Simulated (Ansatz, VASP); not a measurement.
**Sb: VASP beside Ansatz**

Contents of POSCAR:

```
Sb
1.0
    3.0954921035      0.0000000000      0.0000000000
    0.0000000000      3.0954921035      0.0000000000
    0.0000000000      0.0000000000      3.0954921035
Sb
1
Direct
    0.0000000000      0.0000000000      0.0000000000
```

The input INCAR.step1:

```
PREC = Accurate
ENCUT = 440
EDIFF = 1E-5
ISMEAR = -1
SIGMA = 0.05
LREAL = False
LASPH = True
NELM = 120
ALGO = Normal
ISIF = 2
LWAVE = True
LCHARG = False
NBANDS = 14
GGA = PE
GGA_COMPAT = False
```

File INCAR.step2:

```
PREC = Accurate
ENCUT = 440
EDIFF = 1E-6
ISMEAR = -1
SIGMA = 0.05
LREAL = False
LASPH = True
NELM = 120
ALGO = Normal
ISIF = 2
LWAVE = False
LCHARG = False
METAGGA = R2SCAN
LHFCALC = True
AEXX = 0.25
LMIXTAU = True
PRECFOCK = Normal
NBANDS = 14
ISTART = 1
GGA_COMPAT = False
```

File KPOINTS:

```
regular mesh
0
Gamma
  4 4 4
```

input.yaml

```yaml
crystal:
  lattice:
    - [3.0954921035, 0.0, 0.0]
    - [0.0, 3.0954921035, 0.0]
    - [0.0, 0.0, 3.0954921035]
  atoms:
    - { symbol: Sb, position: [0.0, 0.0, 0.0] }
hamiltonian:
  xc: r2scan0
  pseudopotentials: { kind: paw }
kpoints:
  mp_grid: { grid: [4, 4, 4] }
scf:
  occupations: { method: fermi_dirac, width: 0.05 }
output:
  forces: true
  stress: true
  eigenvalues: true
```

Alike in both runs: task single point; functional r2SCAN0; k mesh 4 × 4 × 4; occupations fermi-dirac, width 0.05 eV; no spin polarisation.

|  | VASP | Ansatz |
| --- | --- | --- |
| version | VASP 6.6.1 | Ansatz 0.2.0 |
| potentials or method | VASP PAW PBE potentials, release 64 (Sb_d_GW) | Ansatz PAW |
| plane-wave cutoff (eV) | 440 | 500 |
| valence electrons in the cell | 15 | 15 |

Ansatz gave:

```
gap on the k mesh at the Fermi level (eV) : none
pressure (GPa)                            : -3.3
```

Q: What did VASP give for the same quantities?

A: gap on the k mesh at the Fermi level (eV): none; pressure (GPa): -3.4.

VASP's potentials were made for PBE, not for r2SCAN0. A gap of «none» marks a metal or a gap that the smearing closes.

The k mesh is coarse, so the values compare programs but aren't converged. Spin-orbit coupling is off throughout.
